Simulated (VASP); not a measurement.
# SH2 in VASP: a series of runs

SH2 is run at these levels: r2SCAN, HSE06+D3(BJ), PBE+D3(BJ); tasks: single point, relaxation of the atoms.

Everything below comes from runs of VASP 6.6.1. Logs are shortened: lines on timing, memory, paths and dates and some standing lists are left out, and cuts for length are marked.

## 1. The cell of the first run

The cell holds a molecule in a box, 3 atoms: a = 12.326 Å, b = 12.826 Å, c = 13.326 Å, α = 90.00°, β = 90.00°, γ = 90.00°.

## 2. Single point, r2SCAN

POSCAR

```
H2S
1.0
   12.3255669104      0.0000000000      0.0000000000
    0.0000000000     12.8255669104      0.0000000000
    0.0000000000      0.0000000000     13.3255669104
S H
1 2
Direct
    0.5294691500      0.5110600700      0.4594833100
    0.5162436300      0.4312875900      0.5244762600
    0.4663476000      0.5742980600      0.5158113300
```

INCAR.step1

```
SYSTEM = H2S
PREC = Accurate ; ENCUT = 440
ISMEAR = 0 ; SIGMA = 0.005
LREAL = .FALSE. ; LASPH = .TRUE.
NELM = 120 ; NBANDS = 11
GGA = PE ; ALGO = Normal
EDIFF = 1E-5 ; LWAVE = .TRUE.
LCHARG = .FALSE. ; GGA_COMPAT = .FALSE.
NELMDL = -8
```

INCAR.step2

```
SYSTEM = H2S
PREC = Accurate ; ENCUT = 440
EDIFF = 1E-6 ; ISMEAR = 0
SIGMA = 0.005 ; LREAL = .FALSE.
LASPH = .TRUE. ; NELM = 120
ALGO = Normal ; ISIF = 2
LWAVE = .FALSE. ; LCHARG = .TRUE.
METAGGA = R2SCAN ; LMIXTAU = .TRUE.
LELF = .TRUE. ; LVHAR = .TRUE.
NBANDS = 11 ; ISTART = 1
GGA_COMPAT = .FALSE.
```

KPOINTS

```
Automatic mesh
0
G
  1 1 1
  0 0 0
```

Potentials or basis: VASP PAW PBE potentials, release 64 (S, H).

The run is started by

```sh
$ cat potpaw_PBE.64/S/POTCAR potpaw_PBE.64/H/POTCAR > POTCAR
$ cp INCAR.step1 INCAR
$ mpirun -np 1 vasp_gam > vasp.out
$ cp INCAR.step2 INCAR
$ mpirun -np 1 vasp_gam > vasp.out
```

OUTCAR:

```text
SYSTEM = H2S
   PREC = Accurate
   ENCUT = 440
   EDIFF = 1E-6
   ISMEAR = 0
   LREAL = .FALSE.
   LASPH = .TRUE.
   NELM = 120
   ISIF = 2
   METAGGA = R2SCAN
   ISTART = 1

 ion  position               nearest neighbor table
   1  0.529  0.511  0.459-   2 1.35   3 1.35
   2  0.516  0.431  0.524-   1 1.35
   3  0.466  0.574  0.516-   1 1.35

  LATTYP: Found a simple orthorhombic cell.
 ALAT       =    12.3255669104
 B/A-ratio  =     1.0405660854
 C/A-ratio  =     1.0811321708

  Lattice vectors:

 A1 = (  12.3255669104,   0.0000000000,   0.0000000000)
 A2 = (   0.0000000000,  12.8255669104,   0.0000000000)
 A3 = (   0.0000000000,   0.0000000000,  13.3255669104)

Analysis of symmetry for initial positions (statically):
=====================================================================
 Subroutine PRICEL returns:
 Original cell was already a primitive cell.

 Routine SETGRP: Setting up the symmetry group for a
 simple orthorhombic supercell.

 Subroutine GETGRP returns: Found  1 space group operations
 (whereof  1 operations were pure point group operations)
 out of a pool of  8 trial point group operations.

The static configuration has the point symmetry C_1 .

Analysis of symmetry for dynamics (positions and initial velocities):
=====================================================================
 Subroutine PRICEL returns:
 Original cell was already a primitive cell.

 Routine SETGRP: Setting up the symmetry group for a
 simple orthorhombic supercell.

 Subroutine GETGRP returns: Found  1 space group operations
 (whereof  1 operations were pure point group operations)
 out of a pool of  8 trial point group operations.

The dynamic configuration has the point symmetry C_1 .

 Subroutine INISYM returns: Found  1 space group operations
 (whereof  1 operations are pure point group operations),
 and found     1 'primitive' translations

----------------------------------------------------------------------------------------

                                     Primitive cell

  volume of cell :    2106.5374

  direct lattice vectors                    reciprocal lattice vectors
    12.325566910  0.000000000  0.000000000     0.081132171  0.000000000  0.000000000
     0.000000000 12.825566910  0.000000000     0.000000000  0.077969263  0.000000000
     0.000000000  0.000000000 13.325566910     0.000000000  0.000000000  0.075043712

  length of vectors
    12.325566910 12.825566910 13.325566910     0.081132171  0.077969263  0.075043712

  position of ions in fractional coordinates (direct lattice)
     0.529469150  0.511060070  0.459483310
     0.516243630  0.431287590  0.524476260
     0.466347600  0.574298060  0.515811330

  ion indices of the primitive-cell ions
   primitive index   ion index
                 1           1
                 2           2
                 3           3

----------------------------------------------------------------------------------------

 KPOINTS: Automatic mesh

Automatic generation of k-mesh.
 Grid dimensions read from file:
 generate k-points for:    1    1    1

 Generating k-lattice:

  Cartesian coordinates                     Fractional coordinates (reciprocal lattice)
     0.081132171  0.000000000  0.000000000     1.000000000  0.000000000  0.000000000
     0.000000000  0.077969263  0.000000000     0.000000000  1.000000000  0.000000000
     0.000000000  0.000000000  0.075043712     0.000000000  0.000000000  1.000000000

  Length of vectors
     0.081132171  0.077969263  0.075043712

  Shift w.r.t. Gamma in fractional coordinates (k-lattice)
     0.000000000  0.000000000  0.000000000

 Subroutine IBZKPT returns following result:
 ===========================================

 Found      1 irreducible k-points:

 Following reciprocal coordinates:
            Coordinates               Weight
  0.000000  0.000000  0.000000      1.000000
   k-points           NKPTS =      1   k-points in BZ     NKDIM =      1   number of bands    NBANDS=     11
   number of dos      NEDOS =    301   number of ions     NIONS =      3
   total plane-waves  NPLWV = 725760
   dimension x,y,z NGX =    84 NGY =   90 NGZ =   96
   dimension x,y,z NGXF=   168 NGYF=  180 NGZF=  192
   ions per type =               1   2
   NGX,Y,Z   is equivalent  to a cutoff of  11.33, 11.67, 11.98 a.u.
   NGXF,Y,Z  is equivalent  to a cutoff of  22.66, 23.33, 23.95 a.u.
 SYSTEM =  H2S
   PREC   = accura    normal or accurate (medium, high low for compatibility)
   ISTART =      1    job   : 0-new  1-cont  2-samecut
   ICHARG =      0    charge: 1-file 2-atom 10-const
   ISPIN  =      1    spin polarized calculation?
   LNONCOLLINEAR =      F non collinear calculations
   LSORBIT =      F    spin-orbit coupling
   LASPH  =      T    aspherical Exc in radial PAW
   ENCUT  =  440.0 eV  32.34 Ry    5.69 a.u.  21.08 21.94 22.79*2*pi/ulx,y,z
   NELM   =    120;   NELMIN=  2; NELMDL=  0     # of ELM steps
   EDIFF  = 0.1E-05   stopping-criterion for ELM
   LREAL  =      F    real-space projection
   EDIFFG = 0.1E-04   stopping-criterion for IOM
   NSW    =      0    number of steps for IOM
   IBRION =     -1    ionic relax: 0-MD 1-quasi-New 2-CG
   NFREE  =      0    steps in history (QN), initial steepest desc. (CG)
   ISIF   =      2    stress and relaxation
   ISYM   =      2    0-nonsym 1-usesym 2-fastsym
   POTIM  = 0.5000    time-step for ionic-motion
   TEBEG  =    0.0;   TEEND  =   0.0 temperature during run
   PSTRESS=    0.0 pullay stress
   NELECT =       8.0000    total number of electrons
   NUPDOWN=      -1.0000    fix difference up-down
   EMIN   =  10.00;   EMAX   =-10.00  energy-range for DOS
   EFERMI =   0.00;   METHOD = LEGACY
   ISMEAR =     0;   SIGMA  =   0.01  broadening in eV -4-tet -1-fermi 0-gaus
   EFERMI_NEDOS =   21; number of points for ismear=-14 and -15
   IALGO  =     38    algorithm
   IMIX   =      4    mixing-type and parameters
     AMIX     =   0.40;   BMIX     =  1.00
     AMIX_MAG =   1.60;   BMIX_MAG =  1.00
  volume/ion in A,a.u.               =     702.18      4738.54
  Fermi-wavevector in a.u.,A,eV,Ry     =   0.255416  0.482667  0.887609  0.065237
  Thomas-Fermi vector in A             =   1.077651
   LORBIT       =      0    0 simple, 1 ext, 2 COOP (PROOUT), +10 PAW based schemes
   METAGGA = R2SCAN    functional components
   LHFCALC =     F    Hartree Fock is set to
   AEXX    =    0.0000 exact exchange contribution
   IVDW    =     0    specifies the selected vdW correction
   LEPSILON=     F    determine dielectric tensor
   LRPA    =     F    only Hartree local field effects (RPA)
 non-spin polarized calculation
 Gauss-broadening in eV      SIGMA  =   0.01
  energy-cutoff  :      440.00
  volume of cell :     2106.54
 maximum number of plane-waves:     22037
   NGX = 43   NGY = 43   NGZ = 45

 number of electron       7.9999998 magnetization

 Free energy of the ion-electron system (eV)
  ---------------------------------------------------
  ext. energy  EPLUGINS =         0.00000000
  ---------------------------------------------------
  free energy    TOTEN  =       -15.22113057 eV

  energy without entropy =      -15.22113057  energy(sigma->0) =      -15.22113057

 E-fermi :  -6.4049     XC(G=0):  -0.2431

 val. band max:       -6.4417938589   @ k =   0.0000   0.0000   0.0000
 cond. band min:      -0.2308606534   @ k =   0.0000   0.0000   0.0000
 fundamental gap:      6.2109332055
 Fermi energy:        -6.4048553600

 k-point     1 :       0.0000    0.0000    0.0000
  band No.  band energies     occupation
      1     -19.1869      2.00000
      2     -11.2357      2.00000
      3      -9.3270      2.00000
      4      -6.4418      2.00000
      5      -0.2309      0.00000
      6      -0.1719      0.00000
      7       0.4568      0.00000
      8       0.8851      0.00000
      9       0.9329      0.00000
     10       0.9574      0.00000
     11       1.0086      0.00000

------------------------ aborting loop because EDIFF is reached ----------------------------------------

  FORCE on cell =-STRESS in cart. coord.  units (eV):
  Direction    XX          YY          ZZ          XY          YZ          ZX
  --------------------------------------------------------------------------------------
  -------------------------------------------------------------------------------------
  Total       -0.2301623     -0.4302891     -0.3765879      0.1006549      0.0432825      0.1640293
  in kB       -0.1750554     -0.3272667     -0.2864229      0.0765555      0.0329196      0.1247564
  external PRESSURE =      -0.2629150 kB  Pullay stress =       0.0000000 kB

 VOLUME and BASIS-vectors are now :
 -----------------------------------------------------------------------------
  energy-cutoff  :      440.00
  volume of cell :     2106.54
      direct lattice vectors                 reciprocal lattice vectors
    12.325566910  0.000000000  0.000000000     0.081132171  0.000000000  0.000000000
     0.000000000 12.825566910  0.000000000     0.000000000  0.077969263  0.000000000
     0.000000000  0.000000000 13.325566910     0.000000000  0.000000000  0.075043712

 POSITION                                       TOTAL-FORCE (eV/Angst)
 -----------------------------------------------------------------------------------
      6.52601      6.55464      6.12288        -0.216875     -0.028036      0.361168
      6.36300      5.53151      6.98894         0.039960      0.203692     -0.183994
      5.74800      7.36570      6.87348         0.176914     -0.175655     -0.177174
 -----------------------------------------------------------------------------------
    total drift:                               -0.000064      0.000022     -0.000027

  FREE ENERGIE OF THE ION-ELECTRON SYSTEM (eV)
  ---------------------------------------------------
  free  energy   TOTEN  =       -15.2211305668 eV

  energy  without entropy=      -15.2211305668  energy(sigma->0) =      -15.22113057
```

Run time: 6.3 min. Hardware: 1 thread of AMD EPYC 7R43 (Zen 3), shared host; peak memory 1.4 GiB.

Results:

```yaml
Free_energy: -15.2211 eV
Largest_force: 0.422 eV/Å
Gap_between_the_frontier_levels: 6.21 eV
```

Forces on the atoms (eV/Å):
```
S   -0.217 -0.028  0.361
H    0.040  0.204 -0.184
H    0.177 -0.176 -0.177
```

Caveat: the PAW data sets were made with another functional, which shifts forces and pressure a little.

[end of part 1 of 2]
